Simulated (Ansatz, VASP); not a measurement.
**Two plane-wave programs on HgTe**

Contents of INCAR:

```
SYSTEM = HgTe
  PREC = Accurate
  ENCUT = 400
  EDIFF = 1E-8
  ISMEAR = -1
  SIGMA = 0.08
  LREAL = .False.
  LASPH = .True.
  NELM = 120
  ALGO = Normal
  ISIF = 2
  LWAVE = .False.
  LCHARG = .False.
  GGA = CA
  LEFG = .True.
  NBANDS = 16
  GGA_COMPAT = .False.
```

File KPOINTS:

```
Automatic mesh
0
Gamma
  10 10 10
  0 0 0
```

POSCAR

```
HgTe
1.0
    0.0000000000      2.8820154301      2.8820154301
    2.8820154301      0.0000000000      2.8820154301
    2.8820154301      2.8820154301      0.0000000000
Hg Te
1 1
Direct
    0.0000000000      0.0000000000      0.0000000000
    0.5000000000      0.5000000000      0.5000000000
```

Input for Ansatz:

```yaml
crystal:
  lattice:
    - [0.0, 2.8820154301, 2.8820154301]
    - [2.8820154301, 0.0, 2.8820154301]
    - [2.8820154301, 2.8820154301, 0.0]
  atoms:
    - { symbol: Hg, position: [0.0, 0.0, 0.0] }
    - { symbol: Te, position: [0.5, 0.5, 0.5] }
kpoints:
  mp_grid: { grid: [10, 10, 10] }
scf:
  occupations: { method: fermi_dirac, width: 0.08 }
hamiltonian:
  xc: lda
  pseudopotentials: { kind: paw }
output:
  forces: true
  stress: true
  eigenvalues: true
  efg: { contact_densities: true }
```

Change from the starting cell: volume scaled by 0.96, PAW files.

Alike in both runs: task electric field gradients; functional LDA; k mesh 10 × 10 × 10; occupations fermi-dirac, width 0.08 eV; no spin polarisation.

|  | VASP | Ansatz |
| --- | --- | --- |
| version | VASP 6.6.1 | Ansatz 0.2.0 |
| potentials or method | VASP PAW LDA potentials, release 64 (Hg, Te) | PAW with Ansatz's default frozen-core files, scalar-relativistic |
| plane-wave cutoff (eV) | 400 | 420 |
| valence electrons in the cell | 18 | 36 |

```tsv
	VASP	Ansatz	Ansatz less VASP
pressure (GPa)	8.4	7.7	-0.66
```

LDA's correlation is that of Perdew and Zunger in VASP and of Perdew and Wang (1992) in Ansatz. VASP's potentials hold 18 valence electrons a cell and Ansatz's 36, so a difference there can come from the potentials and not from the codes.

Spin-orbit coupling is off throughout.
